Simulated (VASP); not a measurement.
# CoH3 (P6_3/m) in VASP: further runs, part 2 of 2

VASP 6.6.1.

### 4 Relaxation of cell and atoms, PBE

Input file INCAR:

```
SYSTEM = CoH3
  ALGO = Normal
  EDIFF = 1E-6
  EDIFFG = -0.01
  ENCUT = 600
  GGA = PE
  IBRION = 2
  ISIF = 3
  ISMEAR = 0
  LASPH = .TRUE.
  LCHARG = .FALSE.
  LREAL = .FALSE.
  LWAVE = .FALSE.
  NELM = 80
  NSW = 100
  PREC = Accurate
  SIGMA = 0.1
```

Input file KPOINTS:

```
k-points
0
G
  12 12 12
  0 0 0
```

Input file POSCAR:

```
CoH3
1.0
    4.3405476612      0.0000000000      0.0000000000
   -2.1702738306      3.7590245410      0.0000000000
    0.0000000000      0.0000000000      2.5671356373
Co H
2 6
Direct
    0.3333333333      0.6666666667      0.2500000000
    0.6666666667      0.3333333333      0.7500000000
    0.6132423124      0.6947784927      0.7500000000
    0.0815361803      0.3867576876      0.7500000000
    0.3052215073      0.9184638197      0.7500000000
    0.3867576876      0.3052215073      0.2500000000
    0.9184638197      0.6132423124      0.2500000000
    0.6947784927      0.0815361803      0.2500000000
```

Potentials or basis: VASP PAW PBE potentials, release 64 (Co, H).

Command:

```sh
$ cat potpaw_PBE.64/Co/POTCAR potpaw_PBE.64/H/POTCAR > POTCAR
$ mpirun -np 1 vasp_std > vasp.out
```

OUTCAR:

```text
SYSTEM = CoH3
   EDIFF = 1E-6
   EDIFFG = -0.01
   ENCUT = 600
   GGA = PE
   IBRION = 2
   ISIF = 3
   ISMEAR = 0
   LASPH = .TRUE.
   LREAL = .FALSE.
   NELM = 80
   NSW = 100
   PREC = Accurate

 ion  position               nearest neighbor table
   1  0.333  0.667  0.250-   7 1.70   8 1.70   6 1.70   5 1.73   5 1.73   4 1.73   4 1.73   3 1.73
                             3 1.73   2 2.82   2 2.82   2 2.82   2 2.82   2 2.82   2 2.82
   2  0.667  0.333  0.750-   4 1.70   5 1.70   3 1.70   8 1.73   8 1.73   7 1.73   7 1.73   6 1.73
                             6 1.73   1 2.82   1 2.82   1 2.82   1 2.82   1 2.82   1 2.82
   3  0.613  0.695  0.750-   2 1.70   1 1.73   1 1.73
   4  0.082  0.387  0.750-   2 1.70   1 1.73   1 1.73
   5  0.305  0.918  0.750-   2 1.70   1 1.73   1 1.73
   6  0.387  0.305  0.250-   1 1.70   2 1.73   2 1.73
   7  0.918  0.613  0.250-   1 1.70   2 1.73   2 1.73
   8  0.695  0.082  0.250-   1 1.70   2 1.73   2 1.73

  LATTYP: Found a hexagonal cell.
 ALAT       =     4.3405476612
 C/A-ratio  =     0.5914312750

  Lattice vectors:

 A1 = (   4.3405476612,   0.0000000000,   0.0000000000)
[... 204 lines left out ...]
      4       0.7083      2.00000
      5       0.7931      2.00000
      6       0.7931      2.00000
[... 457 lines left out ...]
      4       1.5582      2.00000
      5       1.8837      2.00000
      6       2.2377      2.00000
[... 9 lines left out ...]
     16      10.6806      0.00000
     17      15.2902      0.00000

 [... further k-points ...]

------------------------ aborting loop because EDIFF is reached ----------------------------------------

  FORCE on cell =-STRESS in cart. coord.  units (eV):
  Direction    XX          YY          ZZ          XY          YZ          ZX
  --------------------------------------------------------------------------------------
  -------------------------------------------------------------------------------------
  Total       -0.0208915     -0.0208915      0.0002219     -0.0000008     -0.0000000      0.0000000
  in kB       -0.7991189     -0.7991189      0.0084861     -0.0000294     -0.0000000      0.0000000
  external PRESSURE =      -0.5299173 kB  Pullay stress =       0.0000000 kB

 VOLUME and BASIS-vectors are now :
 -----------------------------------------------------------------------------
  energy-cutoff  :      600.00
  volume of cell :       41.89
      direct lattice vectors                 reciprocal lattice vectors
     4.340547661  0.000000000  0.000000000     0.230385674  0.133013231  0.000000000
    -2.170273831  3.759024541  0.000000000     0.000000000  0.266026462  0.000000000
     0.000000000  0.000000000  2.567135637     0.000000000  0.000000000  0.389539215

 POSITION                                       TOTAL-FORCE (eV/Angst)
 -----------------------------------------------------------------------------------
     -0.00000      2.50602      0.64178        -0.000000      0.000000      0.000000
      2.17027      1.25301      1.92535         0.000000     -0.000000     -0.000000
      1.15395      2.61169      1.92535        -0.004396      0.005083     -0.000000
     -0.48546      1.45383      1.92535         0.006601      0.001266      0.000000
     -0.66849      3.45253      1.92535        -0.002204     -0.006349      0.000000
      1.01633      1.14734      0.64178         0.004396     -0.005083      0.000000
      2.65573      2.30519      0.64178        -0.006601     -0.001266     -0.000000
      2.83876      0.30650      0.64178         0.002204      0.006349     -0.000000
 -----------------------------------------------------------------------------------
    total drift:                               -0.000000      0.000000     -0.000000

  FREE ENERGIE OF THE ION-ELECTRON SYSTEM (eV)
  ---------------------------------------------------
  free  energy   TOTEN  =       -33.2831104408 eV

  energy  without entropy=      -33.2706804170  energy(sigma->0) =      -33.27689543

 reached required accuracy - stopping structural energy minimisation
```

Run time: 3.1 min. Hardware: 1 thread of Intel Xeon 8259CL, shared host; peak memory 0.29 GiB.

What came out:

* Free energy: -33.2831 eV
* Pressure after relaxing: -0.1 GPa
* Largest force after relaxing: 0.007 eV/Å
* Band gap on the k mesh: zero (bands 12 and 13 overlap by 2.02 eV)

Forces in eV/Å, atoms in the order of the input:
```
Co   0.000  0.000  0.000
Co   0.000  0.000  0.000
H   -0.004  0.005  0.000
H    0.007  0.001  0.000
H   -0.002 -0.006  0.000
H    0.004 -0.005  0.000
H   -0.007 -0.001  0.000
H    0.002  0.006  0.000
```

Stress tensor (GPa, compression positive):
```
-0.08  0.00  0.00
 0.00 -0.08  0.00
 0.00  0.00  0.00
```

Final structure:
```cif
data_structure
_symmetry_space_group_name_H-M 'P 1'
_symmetry_Int_Tables_number 1
_cell_length_a 4.3405
_cell_length_b 4.3405
_cell_length_c 2.5671
_cell_angle_alpha 90.000
_cell_angle_beta 90.000
_cell_angle_gamma 120.000
_cell_volume 41.89
loop_
_atom_site_label
_atom_site_type_symbol
_atom_site_fract_x
_atom_site_fract_y
_atom_site_fract_z
_atom_site_occupancy
Co1 Co 0.33333 0.66667 0.25000 1
Co2 Co 0.66667 0.33333 0.75000 1
H1 H 0.61324 0.69478 0.75000 1
H2 H 0.08154 0.38676 0.75000 1
H3 H 0.30522 0.91846 0.75000 1
H4 H 0.38676 0.30522 0.25000 1
H5 H 0.91846 0.61324 0.25000 1
H6 H 0.69478 0.08154 0.25000 1
```

Caveat: the relaxation stopped at its first step, so nothing moved; the run has no spin polarisation, though such a crystal can be magnetic.

### 5 The runs side by side

```csv
task,cell,k mesh,cutoff (eV),smearing,gap on the mesh (eV),pressure (GPa),largest force (eV/Å)
single point,"a = 2.568, b = 4.341, c = 4.341 Å, angles 120.0, 90.0, 90.0°, 8 atoms",8 × 6 × 6,520,gaussian 0.2 eV,none,-0.2,-
single point,"a = 4.341, b = 4.341, c = 2.568 Å, angles 90.0, 90.0, 120.0°, 8 atoms",12 × 12 × 12,520,gaussian 0.1 eV,none,-0.2,0.01
relaxation of cell and atoms,"relaxed from a = 4.341, b = 4.341, c = 2.567 Å, angles 90.0, 90.0, 120.0°, 8 atoms",12 × 12 × 12,600,gaussian 0.1 eV,none,-0.1,0.01
```

Alike in all rows: level PBE; potentials or basis VASP PAW PBE potentials, release 64 (Co, H); no spin polarisation.

Caveats: the run has no spin polarisation, though such a crystal can be magnetic; the relaxation stopped at its first step, so nothing moved (at least some runs).

Absolute energies hang on the potentials; compare differences alone.
